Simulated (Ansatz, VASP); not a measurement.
## TiN: VASP beside Ansatz

Contents of INCAR:

```
SYSTEM = TiN
  PREC = Accurate
  ENCUT = 520
  EDIFF = 1E-6
  ISMEAR = -1
  SIGMA = 0.05
  LREAL = .False.
  LASPH = .True.
  NELM = 60
  ALGO = Normal
  ISIF = 2
  LWAVE = .False.
  LCHARG = .False.
  GGA = PE
  NBANDS = 16
```

The input KPOINTS:

```
Automatic mesh
0
Gamma
  13 13 13
  0 0 0
```

The input POSCAR:

```
TiN
1.0
    0.0000000000      2.1290498857      2.1290498857
    2.1290498857      0.0000000000      2.1290498857
    2.1290498857      2.1290498857      0.0000000000
Ti N
1 1
Direct
    0.0000000000      0.0000000000      0.0000000000
    0.5000000000      0.5000000000      0.5000000000
```

Input for Ansatz:

```yaml
crystal:
  lattice:
    - [0.0, 2.1290498857, 2.1290498857]
    - [2.1290498857, 0.0, 2.1290498857]
    - [2.1290498857, 2.1290498857, 0.0]
  atoms:
    - { symbol: Ti, position: [0.0, 0.0, 0.0] }
    - { symbol: "N", position: [0.5, 0.5, 0.5] }
kpoints:
  mp_grid: { grid: [13, 13, 13] }
  band_path:
    path:
      - [0.0, 0.0, 0.0]
      - [0.5, 0.0, 0.5]
      - [0.625, 0.25, 0.625]
      - [0.375, 0.375, 0.75]
      - [0.0, 0.0, 0.0]
      - [0.5, 0.5, 0.5]
      - [0.5, 0.25, 0.75]
      - [0.5, 0.0, 0.5]
    npoints: 5
scf:
  occupations: { method: fermi_dirac, width: 0.05 }
hamiltonian:
  xc: pbe
  pseudopotentials: { kind: all_electron, lapw: { basis_error: 0.0005 } }
output:
  forces: true
  stress: true
  eigenvalues: true
```

Change from the starting cell: volume scaled by 1.01.

Alike in both runs: task single point; functional PBE; k mesh 13 × 13 × 13; occupations fermi-dirac, width 0.05 eV; no spin polarisation.

|  | VASP | Ansatz |
| --- | --- | --- |
| version | VASP 6.6.1 | Ansatz 0.2.0 |
| potentials or method | VASP PAW PBE potentials, release 64 (Ti_sv, N), cutoff 520 eV | all-electron LAPW, scalar-relativistic |

VASP gave:

```
pressure (GPa) : -1.7
```

Q: Which values does Ansatz return?

A: Pressure (GPa): -2.2.

Ansatz ran all-electron here, and VASP with PAW potentials.
